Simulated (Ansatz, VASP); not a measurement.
## One calculation of Fe, two programs

The input POSCAR:

```
Fe
1.0
    2.8633719106      0.0000000000      0.0000000000
   -1.4316859553      2.4797528151      0.0000000000
    0.0000000000      0.0000000000      4.4300854867
Fe
2
Direct
    0.3333333333      0.6666666667      0.2500000000
    0.6666666667      0.3333333333      0.7500000000
```

INCAR.step1

```
  PREC = Accurate
  ENCUT = 520
  ISMEAR = 0
  SIGMA = 0.1
  LREAL = F
  LASPH = T
  NELM = 150
  ISPIN = 2
  MAGMOM = 4 4
  LMAXMIX = 4
  NBANDS = 19
  GGA = PE
  ALGO = Normal
  EDIFF = 1E-4
  LWAVE = T
  LCHARG = F
```

INCAR.step2

```
  PREC = Accurate
  ENCUT = 520
  EDIFF = 1E-6
  ISMEAR = 0
  SIGMA = 0.1
  LREAL = F
  LASPH = T
  NELM = 150
  ALGO = Normal
  ISIF = 2
  LWAVE = F
  LCHARG = F
  ISPIN = 2
  MAGMOM = 4 4
  LORBIT = 11
  LMAXMIX = 4
  METAGGA = R2SCAN
  LMIXTAU = T
  NBANDS = 19
  ISTART = 1
```

The input KPOINTS:

```
Automatic mesh
0
Gamma
  6 6 4
```

Input for Ansatz:

```yaml
crystal:
  lattice:
    - [2.8633719106, 0.0, 0.0]
    - [-1.4316859553, 2.4797528151, 0.0]
    - [0.0, 0.0, 4.4300854867]
  atoms:
    - { symbol: Fe, position: [0.3333333333, 0.6666666667, 0.25], spin: 4.0 }
    - { symbol: Fe, position: [0.6666666667, 0.3333333333, 0.75], spin: 4.0 }
basis:
  ecutwfc: 500
kpoints:
  mp_grid: { grid: [6, 6, 4] }
hamiltonian:
  xc: r2scan
scf:
  occupations: { method: gaussian, width: 0.1 }
  lower_state_search: "off"
output:
  forces: true
  stress: true
  eigenvalues: true
  populations: true
magnetization:
  spin_polarized: true
```

Alike in both runs: task single point; functional r2SCAN; k mesh 6 × 6 × 4; occupations gaussian, width 0.1 eV; collinear spin.

|  | VASP | Ansatz |
| --- | --- | --- |
| version | VASP 6.6.1 | Ansatz 0.2.0 |
| potentials or method | VASP PAW PBE potentials, release 64 (Fe), cutoff 520 eV | scalar-relativistic, plane waves, PAW |
| valence electrons in the cell | 16 | 32 |

Ansatz gave:

```
gap on the k mesh at the Fermi level (eV)                     : none
pressure (GPa)                                                : -22.9
traceless stress, the component that is largest in VASP (GPa) : 6.22
net moment per atom (μB)                                      : 3.08
size of the moment on the site where the two differ most (μB) : 3.22
```

Estimate VASP's values.

gap on the k mesh at the Fermi level (eV): none; pressure (GPa): -22.8; traceless stress, the component that is largest in VASP (GPa): 6.52; net moment per atom (μB): 3.08; size of the moment on the site where the two differ most (μB): 3.17.

VASP's potentials were made for PBE, not for r2SCAN. Site moments also hang on the region over which each program counts them. A gap of «none» marks a metal or a gap that the smearing closes. With one functional, cell and mesh, what is left measures potentials, basis and numerics. VASP's potentials hold 16 valence electrons a cell and Ansatz's 32, so a difference there can come from the potentials and not from the codes. Ansatz's warnings: stability check not made.

The k mesh is coarse, so the values compare programs but aren't converged.
